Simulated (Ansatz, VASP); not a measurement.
This is a calculation of MoS2 for VASP 6.6.1.

INCAR

```
  ALGO = Normal
  EDIFF = 1E-6
  ENCUT = 520
  GGA = PE
  ISIF = 2
  ISMEAR = -1
  LASPH = T
  LCHARG = T
  LELF = T
  LREAL = F
  LVHAR = T
  LWAVE = F
  NBANDS = 20
  NELM = 80
  PREC = Accurate
  SIGMA = 0.05
```

File KPOINTS:

```
k-points
0
Gamma
  10 10 10
```

The input POSCAR:

```
MoS2
1.0
    1.5814998900      0.9130793900      6.1233282100
   -1.5814998900      0.9130793900      6.1233282100
    0.0000000000     -1.8261587800      6.1233282100
Mo S
1 2
Direct
   -0.0029210000     -0.0058950000      0.0146540000
    0.7431570000      0.7689030000      0.7331110000
    0.5862370000      0.5993630000      0.5742670000
```

Potentials or basis: VASP PAW PBE potentials, release 64 (Mo_sv, S).

The run is started by

```bash
$ cat potpaw_PBE.64/Mo_sv/POTCAR potpaw_PBE.64/S/POTCAR > POTCAR
$ mpirun -np 1 vasp_std > vasp.out
```

Q: Set up the same calculation for Ansatz 0.2.0. Potentials there: all-electron LAPW, scalar-relativistic.

A: As run (the cutoff follows the program's own potentials):

The input input.yaml:

```yaml
crystal:
  lattice:
    - [1.58149989, 0.91307939, 6.12332821]
    - [-1.58149989, 0.91307939, 6.12332821]
    - [0.0, -1.82615878, 6.12332821]
  atoms:
    - { symbol: Mo, position: [-0.002921, -0.005895, 0.014654] }
    - { symbol: S, position: [0.743157, 0.768903, 0.733111] }
    - { symbol: S, position: [0.586237, 0.599363, 0.574267] }
kpoints:
  mp_grid: { grid: [10, 10, 10] }
scf:
  occupations: { method: fermi_dirac, width: 0.05 }
hamiltonian:
  xc: pbe
  pseudopotentials: { kind: all_electron, lapw: { basis_error: 0.001 } }
output:
  forces: true
  stress: true
  eigenvalues: true
  populations: true
```

Potentials or basis: all-electron LAPW, scalar-relativistic.

Launch:

```sh
$ ansatz run input.yaml --threads 2 --pin off --max-ram 6144MiB --backend cpu --events-out ev --progress --plain --runs-dir out
```

Both were run:

|  | VASP | Ansatz | Ansatz less VASP |
| --- | --- | --- | --- |
| gap on the k mesh at the Fermi level (eV) | 0.69 | 0.68 | -0.015 |
| least direct gap on the mesh (eV) | 1.48 | 1.47 | -0.010 |
| pressure (GPa) | 11.4 | 11.6 | +0.20 |
| traceless stress, the component that is largest in VASP (GPa) | 6.07 | 6.12 | +0.049 |
| rms of the force components (eV/Å) | 1.182 | 1.191 | +0.0092 |

Atom by atom the forces differ by 0.011 eV/Å (rms over components). Ansatz ran all-electron here, and VASP with PAW potentials.
